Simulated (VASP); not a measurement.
# Cs (P6_3/mmc) in VASP: further runs

The runs below take Cs through relaxation of cell and atoms, with LDA.

All numbers are computed with VASP 6.6.1; they aren't measurements. Logs are shortened: lines on timing, memory, paths and dates and some standing lists are left out, and cuts for length are marked.

## Step 1: The cell of the first run

The structure is hexagonal, space group P6_3/mmc (No. 194). Conventional cell: a = 5.047 Å, b = 5.047 Å, c = 7.167 Å, α = 90.00°, β = 90.00°, γ = 120.00°. Cs (site symmetry -3m) has 8 Cs at 3.42 to 3.58 Å within 4.5 Å. Within 4.7 Å of Cs (site symmetry -6m2) lie 12 Cs at 3.42 to 4.62 Å.

This isn't the form of Cs at room conditions, which is bcc.

## Step 2: Relaxation of cell and atoms, LDA, target pressure 5 GPa, at which the enthalpy is minimised

Input file INCAR:

```
  PREC = Accurate
  ENCUT = 500
  EDIFF = 1E-7
  ISMEAR = -1
  SIGMA = 0.05
  LREAL = F
  LASPH = T
  NELM = 120
  ALGO = Normal
  ISIF = 3
  LWAVE = F
  LCHARG = F
  IBRION = 2
  NSW = 60
  EDIFFG = -0.005
  PSTRESS = 50.0
  GGA_COMPAT = F
  NELMIN = 4
```

Input file KPOINTS:

```
regular mesh
0
Gamma
  7 7 5
```

Input file POSCAR:

```
Cs
1.0
    5.0474629484      0.0000000000      0.0000000000
   -2.5237314742      4.3712311380      0.0000000000
    0.0000000000      0.0000000000      7.1673973868
Cs
4
Direct
    0.0000000000      0.0000000000      0.0000000000
    0.0000000000      0.0000000000      0.5000000000
    0.3333333333      0.6666666667      0.2500000000
    0.6666666667      0.3333333333      0.7500000000
```

Potentials or basis: VASP PAW LDA potentials, release 64 (Cs_sv).

Run with:

```console
> cat potpaw_LDA.64/Cs_sv/POTCAR > POTCAR
> mpirun -np 1 vasp_std > vasp.out
```

OUTCAR:

```text
PREC = Accurate
   ENCUT = 500
   EDIFF = 1E-7
   ISMEAR = -1
   LREAL = F
   LASPH = T
   NELM = 120
   ISIF = 3
   IBRION = 2
   NSW = 60
   EDIFFG = -0.005
   PSTRESS = 50.0
   NELMIN = 4

 ion  position               nearest neighbor table
   1  0.000  0.000  0.000-
   2  0.000  0.000  0.500-
   3  0.333  0.667  0.250-
   4  0.667  0.333  0.750-

  LATTYP: Found a hexagonal cell.
 ALAT       =     5.0474629484
 C/A-ratio  =     1.4200000000

  Lattice vectors:

 A1 = (   5.0474629484,   0.0000000000,   0.0000000000)
 A2 = (  -2.5237314742,   4.3712311380,   0.0000000000)
 A3 = (   0.0000000000,   0.0000000000,   7.1673973868)

Analysis of symmetry for initial positions (statically):
=====================================================================
 Subroutine PRICEL returns:
 Original cell was already a primitive cell.

 Routine SETGRP: Setting up the symmetry group for a
 hexagonal supercell.

 Subroutine GETGRP returns: Found 24 space group operations
 (whereof 12 operations were pure point group operations)
 out of a pool of 24 trial point group operations.

The static configuration has the point symmetry D_3d.
 The point group associated with its full space group is D_6h.

Analysis of symmetry for dynamics (positions and initial velocities):
=====================================================================
 Subroutine PRICEL returns:
 Original cell was already a primitive cell.

 Routine SETGRP: Setting up the symmetry group for a
 hexagonal supercell.

 Subroutine GETGRP returns: Found 24 space group operations
 (whereof 12 operations were pure point group operations)
 out of a pool of 24 trial point group operations.

The dynamic configuration has the point symmetry D_3d.
 The point group associated with its full space group is D_6h.

 Subroutine INISYM returns: Found 24 space group operations
 (whereof 12 operations are pure point group operations),
 and found     1 'primitive' translations

----------------------------------------------------------------------------------------

                                     Primitive cell

  volume of cell :     158.1388

  direct lattice vectors                    reciprocal lattice vectors
     5.047462948  0.000000000  0.000000000     0.198119334  0.114384251  0.000000000
    -2.523731474  4.371231138  0.000000000     0.000000000  0.228768502  0.000000000
     0.000000000  0.000000000  7.167397387     0.000000000  0.000000000  0.139520658

  length of vectors
     5.047462948  5.047462948  7.167397387     0.228768502  0.228768502  0.139520658

  position of ions in fractional coordinates (direct lattice)
     0.000000000  0.000000000  0.000000000
     0.000000000  0.000000000  0.500000000
     0.333333333  0.666666667  0.250000000
     0.666666667  0.333333333  0.750000000

  ion indices of the primitive-cell ions
   primitive index   ion index
                 1           1
                 2           2
                 3           3
                 4           4

----------------------------------------------------------------------------------------

 KPOINTS: regular mesh

Automatic generation of k-mesh.
 Grid dimensions read from file:
 generate k-points for:    7    7    5

 Generating k-lattice:

  Cartesian coordinates                     Fractional coordinates (reciprocal lattice)
     0.028302762  0.016340607  0.000000000     0.142857143  0.000000000  0.000000000
     0.000000000  0.032681215  0.000000000     0.000000000  0.142857143  0.000000000
     0.000000000  0.000000000  0.027904132     0.000000000  0.000000000  0.200000000

  Length of vectors
     0.032681215  0.032681215  0.027904132

  Shift w.r.t. Gamma in fractional coordinates (k-lattice)
     0.000000000  0.000000000  0.000000000

 Subroutine IBZKPT returns following result:
 ===========================================

 Found     24 irreducible k-points:

 Following reciprocal coordinates:
            Coordinates               Weight
  0.000000  0.000000  0.000000      1.000000
  0.142857  0.000000  0.000000      6.000000
  0.285714  0.000000  0.000000      6.000000
  0.428571  0.000000  0.000000      6.000000
  0.142857  0.142857  0.000000      6.000000
  0.285714  0.142857  0.000000     12.000000
[... 16 lines left out ...]
  0.428571  0.142857  0.400000     12.000000
  0.285714  0.285714  0.400000     12.000000
   k-points           NKPTS =     24   k-points in BZ     NKDIM =     24   number of bands    NBANDS=     22
   number of dos      NEDOS =    301   number of ions     NIONS =      4
   total plane-waves  NPLWV =  86400
   dimension x,y,z NGX =    40 NGY =   40 NGZ =   54
   dimension x,y,z NGXF=    80 NGYF=   80 NGZF=  108
   ions per type =               4
   NGX,Y,Z   is equivalent  to a cutoff of  13.17, 13.17, 12.53 a.u.
   NGXF,Y,Z  is equivalent  to a cutoff of  26.35, 26.35, 25.05 a.u.
 SYSTEM =  unknown system
   PREC   = accura    normal or accurate (medium, high low for compatibility)
   ISTART =      0    job   : 0-new  1-cont  2-samecut
   ICHARG =      2    charge: 1-file 2-atom 10-const
   ISPIN  =      1    spin polarized calculation?
   LNONCOLLINEAR =      F non collinear calculations
   LSORBIT =      F    spin-orbit coupling
   LASPH  =      T    aspherical Exc in radial PAW
   ENCUT  =  500.0 eV  36.75 Ry    6.06 a.u.   9.20  9.20 13.07*2*pi/ulx,y,z
   NELM   =    120;   NELMIN=  4; NELMDL= -5     # of ELM steps
   EDIFF  = 0.1E-06   stopping-criterion for ELM
   LREAL  =      F    real-space projection
   EDIFFG = -.5E-02   stopping-criterion for IOM
   NSW    =     60    number of steps for IOM
   IBRION =      2    ionic relax: 0-MD 1-quasi-New 2-CG
   NFREE  =      1    steps in history (QN), initial steepest desc. (CG)
   ISIF   =      3    stress and relaxation
   ISYM   =      2    0-nonsym 1-usesym 2-fastsym
   POTIM  = 0.5000    time-step for ionic-motion
   TEBEG  =    0.0;   TEEND  =   0.0 temperature during run
   PSTRESS=   50.0 pullay stress
   NELECT =      36.0000    total number of electrons
   NUPDOWN=      -1.0000    fix difference up-down
   EMIN   =  10.00;   EMAX   =-10.00  energy-range for DOS
   EFERMI =   0.00;   METHOD = LEGACY
   ISMEAR =    -1;   SIGMA  =   0.05  broadening in eV -4-tet -1-fermi 0-gaus
   EFERMI_NEDOS =   21; number of points for ismear=-14 and -15
   IALGO  =     38    algorithm
   IMIX   =      4    mixing-type and parameters
     AMIX     =   0.40;   BMIX     =  1.00
     AMIX_MAG =   1.60;   BMIX_MAG =  1.00
  volume/ion in A,a.u.               =      39.53       266.79
  Fermi-wavevector in a.u.,A,eV,Ry     =   0.999608  1.888984 13.595149  0.999215
  Thomas-Fermi vector in A             =   2.131909
   LORBIT       =      0    0 simple, 1 ext, 2 COOP (PROOUT), +10 PAW based schemes
   GGA     = CA    functional components
   LHFCALC =     F    Hartree Fock is set to
   AEXX    =    0.0000 exact exchange contribution
   IVDW    =     0    specifies the selected vdW correction
   LEPSILON=     F    determine dielectric tensor
   LRPA    =     F    only Hartree local field effects (RPA)
 conjugate gradient relaxation of ions
 non-spin polarized calculation
  energy-cutoff  :      500.00
  volume of cell :      158.14
 maximum number of plane-waves:      4028
 NGX is ok and might be reduce to    40

--------------------------------------- Ionic step        1  -------------------------------------------

 number of electron      36.0000001 magnetization

 Free energy of the ion-electron system (eV)
  ---------------------------------------------------
  ext. energy  EPLUGINS =         0.00000000
  ---------------------------------------------------
  free energy    TOTEN  =        -1.33934067 eV

  energy without entropy =       -1.30423803  energy(sigma->0) =       -1.32178935

------------------------ aborting loop because EDIFF is reached ----------------------------------------

  FORCE on cell =-STRESS in cart. coord.  units (eV):
  Direction    XX          YY          ZZ          XY          YZ          ZX
  --------------------------------------------------------------------------------------
  -------------------------------------------------------------------------------------
  Total        4.7040521      4.7040521      5.9424928      0.0000000      0.0000000      0.0000000
  in kB       47.6589326     47.6589326     60.2061490      0.0000000      0.0000000      0.0000000
  external PRESSURE =       1.8413380 kB  Pullay stress =      50.0000000 kB
[... 99 lines left out ...]
  FREE ENERGIE OF THE ION-ELECTRON SYSTEM (eV)
  ---------------------------------------------------
  free  energy   TOTEN  =        -1.5150913833 eV

  energy  without entropy=       -1.4805140967  energy(sigma->0) =       -1.49780274

  enthalpy is  TOTEN    =         3.5451367025 eV   P V=        5.0602280859

 E-fermi :   4.5393     XC(G=0):  -9.0215

 val. band max:        4.5339763086   @ k =   0.1429   0.1429   0.4000
 cond. band min:       4.5507106602   @ k =   0.0000   0.0000   0.0000
 fundamental gap:      0.0167343516
 Fermi energy:         4.5392709137

 k-point     1 :       0.0000    0.0000    0.0000
  band No.  band energies     occupation
      1     -19.7858      2.00000
      2     -19.3166      2.00000
      3     -19.2730      2.00000
      4     -18.7369      2.00000
      5      -7.6433      2.00000
      6      -6.3709      2.00000
[... 574 lines left out ...]
      6      -7.4629      2.00000
[... 14 lines left out ...]
     21       5.7389      0.00000
     22       5.7890      0.00000

[... ionic steps 4 to 16 ...]

--------------------------------------- Ionic step       17  -------------------------------------------

 number of electron      36.0000016 magnetization

------------------------ aborting loop because EDIFF is reached ----------------------------------------

  FORCE on cell =-STRESS in cart. coord.  units (eV):
  Direction    XX          YY          ZZ          XY          YZ          ZX
  --------------------------------------------------------------------------------------
  -------------------------------------------------------------------------------------
  Total        4.7906183      4.7906183      4.7713798      0.0000000     -0.0000000      0.0000000
  in kB       49.8925379     49.8925379     49.6921763      0.0000000     -0.0000000      0.0000000
  external PRESSURE =      -0.1742493 kB  Pullay stress =      50.0000000 kB
[... 65 lines left out ...]
  enthalpy is  TOTEN    =         3.2433598684 eV   P V=        4.8023142466

--------------------------------------- Ionic step       19  -------------------------------------------

 number of electron      36.0000016 magnetization

 Free energy of the ion-electron system (eV)
  ---------------------------------------------------
  ext. energy  EPLUGINS =         0.00000000
  ---------------------------------------------------
  free energy    TOTEN  =        -1.55607584 eV

  energy without entropy =       -1.52582184  energy(sigma->0) =       -1.54094884

 E-fermi :   4.7911     XC(G=0):  -9.1826

 val. band max:        4.7850814952   @ k =   0.1429   0.1429   0.4000
 cond. band min:       4.8057581833   @ k =   0.2857   0.0000   0.0000
 fundamental gap:      0.0206766881
 Fermi energy:         4.7911243492

 k-point     1 :       0.0000    0.0000    0.0000
  band No.  band energies     occupation
      1     -19.6285      2.00000
      2     -19.1067      2.00000
      3     -19.0533      2.00000
      4     -18.4471      2.00000
      5      -7.5212      2.00000
      6      -6.1472      2.00000
[... 620 lines left out ...]
  FREE ENERGIE OF THE ION-ELECTRON SYSTEM (eV)
  ---------------------------------------------------
  free  energy   TOTEN  =        -1.5560758435 eV

  energy  without entropy=       -1.5258218356  energy(sigma->0) =       -1.54094884

  enthalpy is  TOTEN    =         3.2433493398 eV   P V=        4.7994251832

 reached required accuracy - stopping structural energy minimisation
```

It took 13 min on 1 thread of Intel Xeon Platinum 8488C (Sapphire Rapids), shared host; peak memory 0.26 GiB.

Results:

| Property | Result |
| --- | --- |
| Free energy | -1.5561 eV |
| Relaxed volume | 38.45 Å³/atom |
| Relaxed cell | a = 4.292 Å, b = 4.292 Å, c = 9.642 Å, α = 90.00°, β = 90.00°, γ = 120.00° |
| Space group after relaxing (to 0.1 Å) | P6_3/mmc (No. 194) |
| Energy change on relaxing (the run minimises the enthalpy) | -54.2 meV/atom |
| Ionic steps | 19 |
| Pressure after relaxing | 5.0 GPa |
| Band gap on the k mesh | zero (bands 18 and 19 overlap by 0.91 eV) |

Step by step:
```tsv
step	energy change (eV)	largest force (eV/Å)	pressure (GPa)	volume (Å³)
1	0.0000	0.0000	5.18	158.14
2	-0.0453	0.0000	5.01	159.17
3	-0.1758	0.0000	4.58	162.15
4	-0.3915	0.0000	3.88	167.60
5	-0.4649	0.0000	3.63	169.66
6	-0.4676	0.0000	3.64	169.52
7	-0.4755	0.0000	3.65	169.08
8	-0.4880	0.0000	3.70	168.03
9	-0.4883	0.0000	3.84	165.31
10	-0.3164	0.0000	4.56	157.58
11	-0.4186	0.0000	4.22	160.84
12	-0.3962	0.0000	4.30	159.99
13	-0.3350	0.0000	4.55	157.78
14	-0.2826	0.0000	4.78	156.03
15	-0.2699	0.0000	4.82	155.57
16	-0.2295	0.0000	4.95	154.20
17	-0.2182	0.0000	4.98	153.84
18	-0.2196	0.0000	4.98	153.88
19	-0.2167	0.0000	4.99	153.79
```

Final structure:
```
Cs
1.0
     4.29155    0.00000    0.00000
    -2.14578    3.71659    0.00000
     0.00000    0.00000    9.64208
Cs
4
Direct
  0.00000 0.00000 0.00000
  0.00000 0.00000 0.50000
  0.33333 0.66667 0.25000
  0.66667 0.33333 0.75000
```

Levels at points of the mesh, in eV from the Fermi level:
| k point | band 16 | band 17 | band 18 | band 19 | band 20 | band 21 |
| --- | --- | --- | --- | --- | --- | --- |
| (0.00, 0.00, 0.00) | -9.06 | -1.56 | -1.31 | 0.04 | 0.30 | 0.97 |

Caveat: the cell is relaxed towards a set pressure, so the run minimises the enthalpy, not the energy; a cell axis changed by over 15 % at a fixed basis, so the end point is rough; spin-orbit coupling is left out, which moves the levels of the heavy elements.

## Step 3: Relaxation of cell and atoms, LDA, target pressure 5 GPa, at which the enthalpy is minimised

This run uses another cell than the first one, of the same volume but with other edges.

Input file INCAR:

```
SYSTEM = Cs
PREC = Accurate ; ENCUT = 500
EDIFF = 1E-7 ; ISMEAR = -1
SIGMA = 0.05 ; LREAL = .FALSE.
LASPH = .TRUE. ; NELM = 120
ALGO = Normal ; ISIF = 3
LWAVE = .FALSE. ; LCHARG = .FALSE.
GGA = CA ; IBRION = 2
NSW = 60 ; EDIFFG = -0.005
PSTRESS = 50.0 ; GGA_COMPAT = .FALSE.
NELMIN = 4
```

Input file KPOINTS:

```
Automatic mesh
0
G
  10 10 3
  0 0 0
```

Input file POSCAR:

```
Cs
1.0
    3.8300825470      0.0000000000      0.0000000000
   -1.9150412735      3.3169487842      0.0000000000
    0.0000000000      0.0000000000     12.4477682776
Cs
4
Direct
    0.0000000000      0.0000000000      0.0000000000
    0.0000000000      0.0000000000      0.5000000000
    0.3333333333      0.6666666667      0.2500000000
    0.6666666667      0.3333333333      0.7500000000
```

Potentials or basis: VASP PAW LDA potentials, release 64 (Cs_sv).

Run with:

```console
> cat potpaw_LDA.64/Cs_sv/POTCAR > POTCAR
> mpirun -np 1 vasp_std > vasp.out
```

Wall time 5 min (1 thread of Intel Xeon Platinum 8488C (Sapphire Rapids), shared host); peak memory 0.25 GiB.

Results (log left out):

```yaml
Free_energy: -1.4689 eV
Relaxed_volume: 38.73 Å³/atom
Relaxed_cell: a = 3.834 Å, b = 3.834 Å, c = 12.169 Å, α = 90.00°, β = 90.00°, γ = 120.00°
Space_group_after_relaxing_to_0.1_Å: P6_3/mmc (No. 194)
Energy_change_on_relaxing_the_run_minimises_the_enthalpy: +24.4 meV/atom
Ionic_steps: 6
Pressure_after_relaxing: 5.0 GPa
Band_gap_on_the_k_mesh: zero (bands 18 and 19 overlap by 0.88 eV)
```

Step by step:
```tsv
step	energy change (eV)	largest force (eV/Å)	pressure (GPa)	volume (Å³)
1	0.0000	0.0000	4.91	158.14
2	0.0147	0.0000	4.92	157.64
3	0.0600	0.0000	4.96	156.13
4	0.1553	0.0000	5.05	153.10
5	0.0954	0.0000	4.98	154.98
6	0.0975	0.0000	4.99	154.91
```

Final structure:
```
CELL_PARAMETERS angstrom
3.83401 0.00000 0.00000
-1.91700 3.32035 0.00000
0.00000 0.00000 12.16891
ATOMIC_POSITIONS crystal
Cs 0.00000 0.00000 0.00000
Cs 0.00000 0.00000 0.50000
Cs 0.33333 0.66667 0.25000
Cs 0.66667 0.33333 0.75000
```

Levels at points of the mesh, in eV from the Fermi level:
| k point | band 16 | band 17 | band 18 | band 19 | band 20 | band 21 |
| --- | --- | --- | --- | --- | --- | --- |
| (0.00, 0.00, 0.00) | -9.40 | -1.68 | -0.69 | -0.36 | -0.31 | 2.48 |
| (0.50, 0.00, 0.00) | -9.81 | -1.15 | -1.01 | -0.51 | -0.01 | 0.59 |

Caveat: the cell is relaxed towards a set pressure, so the run minimises the enthalpy, not the energy; spin-orbit coupling is left out, which moves the levels of the heavy elements.

The gap in the log of VASP goes by the Fermi energy; the results here count the filled bands.